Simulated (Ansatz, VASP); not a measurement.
## One calculation of TiC, two programs

The input INCAR:

```
PREC     = Accurate       # precision mode
ENCUT    = 520            # plane-wave cutoff, eV
EDIFF    = 1E-7           # SCF threshold, eV
ISMEAR   = 0              # smearing method
SIGMA    = 0.1            # smearing width, eV
LREAL    = Auto         
LASPH    = True           # aspherical terms in the spheres
NELM     = 80             # most SCF steps
ALGO     = Normal         # electronic algorithm
ISIF     = 2              # what is computed and relaxed
LWAVE    = False          # write WAVECAR
LCHARG   = False          # write CHGCAR
GGA      = PS             # functional
NBANDS   = 78             # bands
```

Contents of KPOINTS:

```
regular mesh
0
Gamma
  11 8 1
```

File POSCAR:

```
TiC
1.0
    3.0358717261      0.0000000000      0.0000000000
    0.0000000000      4.2933709686      0.0000000000
    0.0000000000      0.0000000000     15.6255510413
Ti C
8 8
Direct
    0.5000000000      0.5000000000      0.1599943575
    0.0000000000      0.0000000000      0.2571388268
    0.5000000000      0.5000000000      0.3542832961
    0.0000000000      0.0000000000      0.4514277654
    0.5000000000      0.5000000000      0.5485722346
    0.0000000000      0.0000000000      0.6457167039
    0.5000000000      0.5000000000      0.7428611732
    0.0000000000      0.0000000000      0.8400056425
    0.5000000000      0.0000000000      0.1599943575
    0.0000000000      0.5000000000      0.2571388268
    0.5000000000      0.0000000000      0.3542832961
    0.0000000000      0.5000000000      0.4514277654
    0.5000000000      0.0000000000      0.5485722346
    0.0000000000      0.5000000000      0.6457167039
    0.5000000000      0.0000000000      0.7428611732
    0.0000000000      0.5000000000      0.8400056425
```

Input for Ansatz:

```yaml
crystal:
  lattice:
    - [3.0358717261, 0.0, 0.0]
    - [0.0, 4.2933709686, 0.0]
    - [0.0, 0.0, 15.6255510413]
  atoms:
    - { symbol: Ti, position: [0.5, 0.5, 0.1599943575] }
    - { symbol: C, position: [0.5, 0.0, 0.1599943575] }
    - { symbol: Ti, position: [0.0, 0.0, 0.2571388268] }
    - { symbol: C, position: [0.0, 0.5, 0.2571388268] }
    - { symbol: Ti, position: [0.5, 0.5, 0.3542832961] }
    - { symbol: C, position: [0.5, 0.0, 0.3542832961] }
    - { symbol: Ti, position: [0.0, 0.0, 0.4514277654] }
    - { symbol: C, position: [0.0, 0.5, 0.4514277654] }
    - { symbol: Ti, position: [0.5, 0.5, 0.5485722346] }
    - { symbol: C, position: [0.5, 0.0, 0.5485722346] }
    - { symbol: Ti, position: [0.0, 0.0, 0.6457167039] }
    - { symbol: C, position: [0.0, 0.5, 0.6457167039] }
    - { symbol: Ti, position: [0.5, 0.5, 0.7428611732] }
    - { symbol: C, position: [0.5, 0.0, 0.7428611732] }
    - { symbol: Ti, position: [0.0, 0.0, 0.8400056425] }
    - { symbol: C, position: [0.0, 0.5, 0.8400056425] }
basis:
  ecutwfc: 420
kpoints:
  mp_grid: { grid: [11, 8, 1] }
hamiltonian:
  xc: pbesol
scf:
  occupations: { method: gaussian, width: 0.1 }
output:
  forces: true
  stress: true
  eigenvalues: true
```

Alike in both runs: task single point; functional PBEsol; k mesh 11 × 8 × 1; occupations gaussian, width 0.1 eV; no spin polarisation.

|  | VASP | Ansatz |
| --- | --- | --- |
| version | VASP 6.6.1 | Ansatz 0.2.0 |
| potentials or method | VASP PAW PBE potentials, release 64 (Ti_sv, C), cutoff 520 eV | scalar-relativistic, plane waves, PAW |
| valence electrons in the cell | 128 | 128 |

|  | VASP | Ansatz | Ansatz less VASP |
| --- | --- | --- | --- |
| gap on the k mesh at the Fermi level (eV) | none | none | - |
| rms of the force components (eV/Å) | 0.581 | 0.587 | +0.0058 |

VASP's potentials were made for PBE, not for PBEsol. A gap of «none» marks a metal or a gap that the smearing closes.
